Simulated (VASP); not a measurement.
# Si4Ru (Cmmm) in VASP: further runs

Si4Ru is run at these levels: PBE; tasks: single point.

Everything below comes from runs of VASP 6.6.1. Logs are shortened: lines on timing, memory, paths and dates and some standing lists are left out, and cuts for length are marked.

## (1) The cell of the first run

Symmetry: Cmmm, No. 65, orthorhombic system. The conventional cell has a = 6.721 Å, b = 7.150 Å, c = 2.990 Å, α = 90.00°, β = 90.00°, γ = 90.00°. Si (site symmetry 2mm) has 1 Ru at 1.88 Å within 2.5 Å. Si (site symmetry m2m) has 2 Ru at 1.98 Å and 1 Si at 2.60 Å within 2.6 Å. Ru (site symmetry mmm) has 6 Si at 1.88 to 1.98 Å within 2.5 Å.

## (2) Single point, PBE

File INCAR:

```
PREC = Accurate ; ENCUT = 520
EDIFF = 1E-6 ; ISMEAR = 0
SIGMA = 0.1 ; LREAL = False
LASPH = True ; NELM = 100
ALGO = Normal ; ISIF = 2
LWAVE = False ; LCHARG = True
GGA = PE ; LELF = True
LVHAR = True ; NBANDS = 23
```

File KPOINTS:

```
regular mesh
0
Gamma
  4 4 6
```

File POSCAR:

```
Si4Ru
1.0
    3.3606275800     -3.5749768500      0.0000000000
    3.3606275800      3.5749768500      0.0000000000
    0.0000000000      0.0000000000      2.9901530500
Si Ru
4 1
Direct
    0.2796676500      0.2796676500      0.0000000000
    0.1815461400      0.8184538600      0.5000000000
    0.8184538600      0.1815461400      0.5000000000
    0.7203323500      0.7203323500      0.0000000000
    0.0000000000      0.0000000000      0.0000000000
```

Potentials or basis: VASP PAW PBE potentials, release 64 (Si, Ru_pv).

On the command line:

```
$ cat potpaw_PBE.64/Si/POTCAR potpaw_PBE.64/Ru_pv/POTCAR > POTCAR
$ mpirun -np 1 vasp_std > vasp.out
```

OUTCAR:

```text
PREC = Accurate
   ENCUT = 520
   EDIFF = 1E-6
   ISMEAR = 0
   LREAL = False
   LASPH = True
   NELM = 100
   ISIF = 2
   GGA = PE

 ion  position               nearest neighbor table
   1  0.280  0.280  0.000-   5 1.88   3 2.73   2 2.73   2 2.73   3 2.73   4 2.96   2 3.10   2 3.10
                             3 3.10   3 3.10
   2  0.182  0.818  0.500-   5 1.98   5 1.98   3 2.60   1 2.73   1 2.73   4 2.73   4 2.73   4 3.10
                             4 3.10   1 3.10   1 3.10
   3  0.818  0.182  0.500-   5 1.98   5 1.98   2 2.60   1 2.73   1 2.73   4 2.73   4 2.73   4 3.10
                             4 3.10   1 3.10   1 3.10
   4  0.720  0.720  0.000-   5 1.88   3 2.73   2 2.73   2 2.73   3 2.73   1 2.96   3 3.10   3 3.10
                             2 3.10   2 3.10
   5  0.000  0.000  0.000-   1 1.88   4 1.88   3 1.98   2 1.98   2 1.98   3 1.98

  LATTYP: Found a base centered orthorhombic cell.
 ALAT       =     6.7212551600
 B/A-ratio  =     1.0637825123
 C/A-ratio  =     0.4448801569

  Lattice vectors:

 A1 = (   3.3606275800,  -3.5749768500,   0.0000000000)
 A2 = (   3.3606275800,   3.5749768500,   0.0000000000)
 A3 = (   0.0000000000,   0.0000000000,   2.9901530500)

Analysis of symmetry for initial positions (statically):
=====================================================================
 Subroutine PRICEL returns:
 Original cell was already a primitive cell.

 Routine SETGRP: Setting up the symmetry group for a
 base centered orthorhombic supercell.

 Subroutine GETGRP returns: Found  8 space group operations
 (whereof  8 operations were pure point group operations)
 out of a pool of  8 trial point group operations.

The static configuration has the point symmetry D_2h.

Analysis of symmetry for dynamics (positions and initial velocities):
=====================================================================
 Subroutine PRICEL returns:
 Original cell was already a primitive cell.

 Routine SETGRP: Setting up the symmetry group for a
 base centered orthorhombic supercell.

 Subroutine GETGRP returns: Found  8 space group operations
 (whereof  8 operations were pure point group operations)
 out of a pool of  8 trial point group operations.

The dynamic configuration has the point symmetry D_2h.

 Subroutine INISYM returns: Found  8 space group operations
 (whereof  8 operations are pure point group operations),
 and found     1 'primitive' translations

----------------------------------------------------------------------------------------

                                     Primitive cell

  volume of cell :      71.8484

  direct lattice vectors                    reciprocal lattice vectors
     3.360627580 -3.574976850  0.000000000     0.148781734 -0.139861046  0.000000000
     3.360627580  3.574976850  0.000000000     0.148781734  0.139861046  0.000000000
     0.000000000  0.000000000  2.990153050     0.000000000  0.000000000  0.334431042

  length of vectors
     4.906554515  4.906554515  2.990153050     0.204198718  0.204198718  0.334431042

  position of ions in fractional coordinates (direct lattice)
     0.279667650  0.279667650  0.000000000
     0.181546140  0.818453860  0.500000000
     0.818453860  0.181546140  0.500000000
     0.720332350  0.720332350  0.000000000
     0.000000000  0.000000000  0.000000000

  ion indices of the primitive-cell ions
   primitive index   ion index
                 1           1
                 2           2
                 3           3
                 4           4
                 5           5

----------------------------------------------------------------------------------------

 KPOINTS: regular mesh

Automatic generation of k-mesh.
 Grid dimensions read from file:
 generate k-points for:    4    4    6

 Generating k-lattice:

  Cartesian coordinates                     Fractional coordinates (reciprocal lattice)
     0.037195434 -0.034965261  0.000000000     0.250000000  0.000000000  0.000000000
     0.037195434  0.034965261  0.000000000     0.000000000  0.250000000  0.000000000
     0.000000000  0.000000000  0.055738507     0.000000000  0.000000000  0.166666667

  Length of vectors
     0.051049680  0.051049680  0.055738507

  Shift w.r.t. Gamma in fractional coordinates (k-lattice)
     0.000000000  0.000000000  0.000000000

 Subroutine IBZKPT returns following result:
 ===========================================

 Found     28 irreducible k-points:

 Following reciprocal coordinates:
            Coordinates               Weight
  0.000000  0.000000  0.000000      1.000000
  0.250000 -0.000000  0.000000      4.000000
  0.500000 -0.000000  0.000000      2.000000
  0.250000  0.250000  0.000000      2.000000
  0.500000  0.250000  0.000000      4.000000
 -0.250000  0.250000  0.000000      2.000000
[... 16 lines left out ...]
  0.250000 -0.000000  0.500000      4.000000
  0.500000 -0.000000  0.500000      2.000000
 [... further k-points ...]
   k-points           NKPTS =     28   k-points in BZ     NKDIM =     28   number of bands    NBANDS=     23
   number of dos      NEDOS =    301   number of ions     NIONS =      5
   total plane-waves  NPLWV =  31104
   dimension x,y,z NGX =    36 NGY =   36 NGZ =   24
   dimension x,y,z NGXF=    72 NGYF=   72 NGZF=   48
   ions per type =               4   1
   NGX,Y,Z   is equivalent  to a cutoff of  12.20, 12.20, 13.34 a.u.
   NGXF,Y,Z  is equivalent  to a cutoff of  24.40, 24.40, 26.69 a.u.
 SYSTEM =  unknown system
   PREC   = accura    normal or accurate (medium, high low for compatibility)
   ISTART =      0    job   : 0-new  1-cont  2-samecut
   ICHARG =      2    charge: 1-file 2-atom 10-const
   ISPIN  =      1    spin polarized calculation?
   LNONCOLLINEAR =      F non collinear calculations
   LSORBIT =      F    spin-orbit coupling
   LASPH  =      T    aspherical Exc in radial PAW
   ENCUT  =  520.0 eV  38.22 Ry    6.18 a.u.   9.12  9.12  5.56*2*pi/ulx,y,z
   NELM   =    100;   NELMIN=  2; NELMDL= -5     # of ELM steps
   EDIFF  = 0.1E-05   stopping-criterion for ELM
   LREAL  =      F    real-space projection
   EDIFFG = 0.1E-04   stopping-criterion for IOM
   NSW    =      0    number of steps for IOM
   IBRION =     -1    ionic relax: 0-MD 1-quasi-New 2-CG
   NFREE  =      0    steps in history (QN), initial steepest desc. (CG)
   ISIF   =      2    stress and relaxation
   ISYM   =      2    0-nonsym 1-usesym 2-fastsym
   POTIM  = 0.5000    time-step for ionic-motion
   TEBEG  =    0.0;   TEEND  =   0.0 temperature during run
   PSTRESS=    0.0 pullay stress
   NELECT =      30.0000    total number of electrons
   NUPDOWN=      -1.0000    fix difference up-down
   EMIN   =  10.00;   EMAX   =-10.00  energy-range for DOS
   EFERMI =   0.00;   METHOD = LEGACY
   ISMEAR =     0;   SIGMA  =   0.10  broadening in eV -4-tet -1-fermi 0-gaus
   EFERMI_NEDOS =   21; number of points for ismear=-14 and -15
   IALGO  =     38    algorithm
   IMIX   =      4    mixing-type and parameters
     AMIX     =   0.40;   BMIX     =  1.00
     AMIX_MAG =   1.60;   BMIX_MAG =  1.00
  volume/ion in A,a.u.               =      14.37        96.97
  Fermi-wavevector in a.u.,A,eV,Ry     =   1.223610  2.312287 20.370924  1.497221
  Thomas-Fermi vector in A             =   2.358714
   LORBIT       =      0    0 simple, 1 ext, 2 COOP (PROOUT), +10 PAW based schemes
   GGA     = PE    functional components
   LHFCALC =     F    Hartree Fock is set to
   AEXX    =    0.0000 exact exchange contribution
   IVDW    =     0    specifies the selected vdW correction
   LEPSILON=     F    determine dielectric tensor
   LRPA    =     F    only Hartree local field effects (RPA)
 non-spin polarized calculation
 Gauss-broadening in eV      SIGMA  =   0.10
  energy-cutoff  :      520.00
  volume of cell :       71.85
 maximum number of plane-waves:      1955
   NGX = 19   NGY = 19   NGZ = 11

 number of electron      30.0000007 magnetization

 Free energy of the ion-electron system (eV)
  ---------------------------------------------------
  ext. energy  EPLUGINS =         0.00000000
  ---------------------------------------------------
  free energy    TOTEN  =       -17.29405801 eV

  energy without entropy =      -17.28113453  energy(sigma->0) =      -17.28759627

 E-fermi :  10.2344     XC(G=0): -11.3754

 val. band max:       10.2050149941   @ k =  -0.2500   0.2500   0.1667
 cond. band min:      10.2483329997   @ k =   0.0000   0.0000   0.1667
 fundamental gap:      0.0433180056
 Fermi energy:        10.2344441736

 k-point     1 :       0.0000    0.0000    0.0000
  band No.  band energies     occupation
      1     -34.3632      2.00000
      2     -34.0416      2.00000
      3     -33.8167      2.00000
      4      -3.2846      2.00000
      5       0.2986      2.00000
      6       2.0865      2.00000
[... 15 lines left out ...]
     22      18.0205      0.00000
     23      18.0788      0.00000

 k-point     2 :       0.2500   -0.0000    0.0000
  band No.  band energies     occupation
      1     -34.3633      2.00000
      2     -34.0416      2.00000
      3     -33.8168      2.00000
      4      -3.0150      2.00000
      5       0.1582      2.00000
      6       1.0633      2.00000
[... 15 lines left out ...]
     22      17.5786      0.00000
     23      17.6111      0.00000

 k-point     3 :       0.5000   -0.0000    0.0000
  band No.  band energies     occupation
      1     -34.3634      2.00000
      2     -34.0416      2.00000
      3     -33.8170      2.00000
      4      -2.6390      2.00000
      5      -0.3066      2.00000
      6       0.6061      2.00000
[... 15 lines left out ...]
     22      17.2872      0.00000
     23      17.5315      0.00000
[... 495 lines left out ...]
 k-point    23 :       0.2500   -0.0000    0.5000
  band No.  band energies     occupation
      1     -34.3423      2.00000
      2     -34.3348      2.00000
      3     -33.7829      2.00000
      4       0.4828      2.00000
      5       0.9110      2.00000
      6       1.2240      2.00000
[... 15 lines left out ...]
     22      14.1244      0.00000
     23      16.7319      0.00000

 k-point    24 :       0.5000   -0.0000    0.5000
  band No.  band energies     occupation
      1     -34.3423      2.00000
      2     -34.3349      2.00000
      3     -33.7830      2.00000
      4       0.3492      2.00000
      5       1.2975      2.00000
      6       1.2982      2.00000
[... 15 lines left out ...]
     22      14.0670      0.00000
     23      18.4623      0.00000

 [... further k-points ...]

------------------------ aborting loop because EDIFF is reached ----------------------------------------

  FORCE on cell =-STRESS in cart. coord.  units (eV):
  Direction    XX          YY          ZZ          XY          YZ          ZX
  --------------------------------------------------------------------------------------
  -------------------------------------------------------------------------------------
  Total       48.4259427     30.1097577     44.6343485      0.0000000      0.0000000      0.0000000
  in kB     1079.8703852    671.4301019    995.3200389      0.0000000      0.0000000      0.0000000
  external PRESSURE =     915.5401753 kB  Pullay stress =       0.0000000 kB

 VOLUME and BASIS-vectors are now :
 -----------------------------------------------------------------------------
  energy-cutoff  :      520.00
  volume of cell :       71.85
      direct lattice vectors                 reciprocal lattice vectors
     3.360627580 -3.574976850  0.000000000     0.148781734 -0.139861046  0.000000000
     3.360627580  3.574976850  0.000000000     0.148781734  0.139861046  0.000000000
     0.000000000  0.000000000  2.990153050     0.000000000  0.000000000  0.334431042

 POSITION                                       TOTAL-FORCE (eV/Angst)
 -----------------------------------------------------------------------------------
      1.87972      0.00000      0.00000        15.173959     -0.000000      0.000000
      3.36063      2.27693      1.49508         0.000000    -14.310937      0.000000
      3.36063     -2.27693      1.49508         0.000000     14.310937     -0.000000
      4.84154      0.00000      0.00000       -15.173959     -0.000000     -0.000000
      0.00000      0.00000      0.00000         0.000000     -0.000000     -0.000000
 -----------------------------------------------------------------------------------
    total drift:                               -0.000000      0.000000      0.000000

  FREE ENERGIE OF THE ION-ELECTRON SYSTEM (eV)
  ---------------------------------------------------
  free  energy   TOTEN  =       -17.2940580114 eV

  energy  without entropy=      -17.2811345257  energy(sigma->0) =      -17.28759627
```

It took 20 s on 1 thread of Intel Xeon 6975P-C (Granite Rapids), shared host; peak memory 0.19 GiB.

What came out:

```
Free energy            : -17.2941 eV
Pressure               : 91.6 GPa
Largest force          : 15.174 eV/Å
Band gap on the k mesh : zero (band 15 reaches 12.83 eV, above the bottom of band 16 at 8.80 eV)
```

Forces in eV/Å, atoms in the order of the input:
```
Si   15.174   0.000   0.000
Si    0.000 -14.311   0.000
Si    0.000  14.311   0.000
Si  -15.174   0.000   0.000
Ru    0.000   0.000   0.000
```

Stress tensor (GPa, compression positive):
```
107.99   0.00   0.00
  0.00  67.14   0.00
  0.00   0.00  99.53
```

Levels at points of the mesh, in eV from the Fermi level:
| k point | band 13 | band 14 | band 15 | band 16 | band 17 | band 18 |
| --- | --- | --- | --- | --- | --- | --- |
| (0.00, 0.00, 0.00) | -1.72 | -0.90 | -0.77 | 1.54 | 1.64 | 3.78 |
| (0.50, 0.00, 0.00) | -2.51 | -1.31 | 0.83 | 2.42 | 3.49 | 3.75 |
| (0.50, 0.50, 0.00) | 1.31 | 1.52 | 2.59 | 2.60 | 2.85 | 3.11 |
| (0.00, 0.00, 0.50) | -2.23 | -1.98 | -1.34 | -0.63 | 0.38 | 0.91 |
| (0.50, 0.00, 0.50) | -2.19 | -1.84 | -1.16 | -0.39 | 0.69 | 1.62 |
| (0.50, 0.50, 0.50) | -3.89 | -2.33 | -1.71 | -1.07 | 2.31 | 2.59 |

Caveat: forces of over 1 eV/Å act on the atoms, so gaps and moduli don't describe the material at rest.

## (3) Single point, PBE

This run uses another cell than the first one, of 15.69 Å³/atom, 1.092 times its volume.

File INCAR:

```
SYSTEM = Si4Ru
PREC = Accurate
ENCUT = 520
EDIFF = 1E-7
ISMEAR = 0
SIGMA = 0.1
LREAL = .False.
LASPH = .True.
NELM = 80
ALGO = Normal
ISIF = 2
LWAVE = .False.
LCHARG = .False.
GGA = PE
NBANDS = 23
```

File KPOINTS:

```
regular mesh
0
Gamma
  4 4 6
  0 0 0
```

File POSCAR:

```
Si4Ru
1.0
    3.6502091984     -3.6090170776      0.0000000000
    3.6502091984      3.6090170776      0.0000000000
    0.0000000000      0.0000000000      2.9777141258
Si Ru
4 1
Direct
    0.3266546782      0.3266546782      0.0000000000
    0.2651308104      0.7348691896      0.5000000000
    0.7348691896      0.2651308104      0.5000000000
    0.6733453218      0.6733453218      0.0000000000
    0.0000000000      0.0000000000      0.0000000000
```

Potentials or basis: VASP PAW PBE potentials, release 64 (Si, Ru_pv).

On the command line:

```
$ cat potpaw_PBE.64/Si/POTCAR potpaw_PBE.64/Ru_pv/POTCAR > POTCAR
$ mpirun -np 1 vasp_std > vasp.out
```

Wall time 21 s (1 thread of Intel Xeon 6975P-C (Granite Rapids), shared host); peak memory 0.2 GiB.

Results (log left out):

```
Free energy            : -30.1897 eV
Pressure               : 0.0 GPa
Largest force          : 0.028 eV/Å
Band gap on the k mesh : zero (band 15 reaches 10.54 eV, above the bottom of band 16 at 7.70 eV)
```

Forces on the atoms (eV/Å):
```
Si   0.025  0.000  0.000
Si   0.000 -0.028  0.000
Si   0.000  0.028  0.000
Si  -0.025  0.000  0.000
Ru   0.000  0.000  0.000
```

Stress tensor (GPa, compression positive):
```
 0.01  0.00  0.00
 0.00  0.12  0.00
 0.00  0.00 -0.20
```

Levels at points of the mesh, in eV from the Fermi level:
| k point | band 13 | band 14 | band 15 | band 16 | band 17 | band 18 |
| --- | --- | --- | --- | --- | --- | --- |
| (0.00, 0.00, 0.00) | -0.91 | -0.52 | -0.07 | 1.80 | 2.49 | 3.04 |
| (0.50, 0.00, 0.00) | -1.20 | -0.91 | -0.57 | 2.68 | 3.47 | 4.43 |
| (0.50, 0.50, 0.00) | -0.51 | -0.11 | 1.81 | 2.43 | 2.46 | 2.67 |
| (0.00, 0.00, 0.50) | -2.43 | -1.76 | -1.33 | -1.04 | 1.65 | 1.90 |
| (0.50, 0.00, 0.50) | -1.33 | -0.65 | -0.40 | 0.06 | 0.38 | 1.09 |
| (0.50, 0.50, 0.50) | -1.91 | -1.62 | -0.87 | 2.01 | 2.87 | 2.99 |
